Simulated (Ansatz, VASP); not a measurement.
## Cr in VASP and in Ansatz

```
CELL_PARAMETERS angstrom
0.00000 2.84888 2.84888
2.84888 0.00000 2.84888
2.84888 2.84888 0.00000
ATOMIC_POSITIONS crystal
Cr 0.12500 0.12500 0.12500
Cr 0.87500 0.87500 0.87500
```

Alike in both runs: task single point; functional BLYP; k mesh 11 × 11 × 11; occupations fermi-dirac, width 0.05 eV; collinear spin.

|  | VASP | Ansatz |
| --- | --- | --- |
| version | VASP 6.6.1 | Ansatz 0.2.0 |
| potentials or method | VASP PAW PBE potentials, release 64 (Cr_pv), cutoff 520 eV | plane waves (420 eV) with PAW, scalar-relativistic |
| valence electrons in the cell | 24 | 28 |

|  | VASP | Ansatz | Ansatz less VASP |
| --- | --- | --- | --- |
| pressure (GPa) | -2.5 | -2.7 | -0.13 |
| net moment per atom (μB) | 0.00 | 0.00 | 0.000 |
| size of the moment on the site where the two differ most (μB) | 3.14 | 2.95 | -0.195 |

VASP's potentials were made for PBE, not for BLYP. Site moments also hang on the region over which each program counts them. VASP's potentials hold 24 valence electrons a cell and Ansatz's 28, so a difference there can come from the potentials and not from the codes.
